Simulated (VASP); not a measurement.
Runs of VASP 6.6.1 on SbPt. The structure is that of space group P6_3/mmc (No. 194), or close to it. The cells are those of the table. 

```tsv
task	cell	cutoff (eV)	gap on the mesh (eV)	pressure (GPa)
single point	a = 4.121, b = 4.121, c = 5.458 Å, angles 90.0, 90.0, 120.0°, 4 atoms	520	none	6.2
single point	a = 4.177, b = 4.177, c = 5.533 Å, angles 90.0, 90.0, 120.0°, 4 atoms	520	none	-0.1
single point	a = 4.149, b = 4.149, c = 5.496 Å, angles 90.0, 90.0, 120.0°, 4 atoms	520	none	2.8
single point	a = 4.092, b = 4.092, c = 5.420 Å, angles 90.0, 90.0, 120.0°, 4 atoms	520	none	(a)
single point	a = 4.205, b = 4.205, c = 5.570 Å, angles 90.0, 90.0, 120.0°, 4 atoms	520	none	(b)
single point	a = 4.232, b = 4.232, c = 5.606 Å, angles 90.0, 90.0, 120.0°, 4 atoms	520	none	-5.0
relaxation of cell and atoms	relaxed from a = 4.120, b = 4.120, c = 5.470 Å, angles 90.0, 90.0, 120.0°, 4 atoms	600	none	0.0
```

Alike in all rows: level r2SCAN; potentials or basis VASP PAW PBE potentials, release 64 (Sb, Pt); no spin polarisation; k mesh 9 × 9 × 6; smearing fermi-dirac 0.1 eV.

Task: Fill in the values left out.

Result: (a) 9.9; (b) -2.7.

Caveats: the PAW data sets were made with another functional, which shifts forces and pressure a little; spin-orbit coupling is left out, which moves the levels of the heavy elements; the cell stands under pressure (at least some runs); the cell stands under tension (at least some runs).

A k mesh can miss the band edges, and the runs leave out spin-orbit coupling on Pt, Sb.

A gap of «none» marks levels without a gap at the run's occupations.
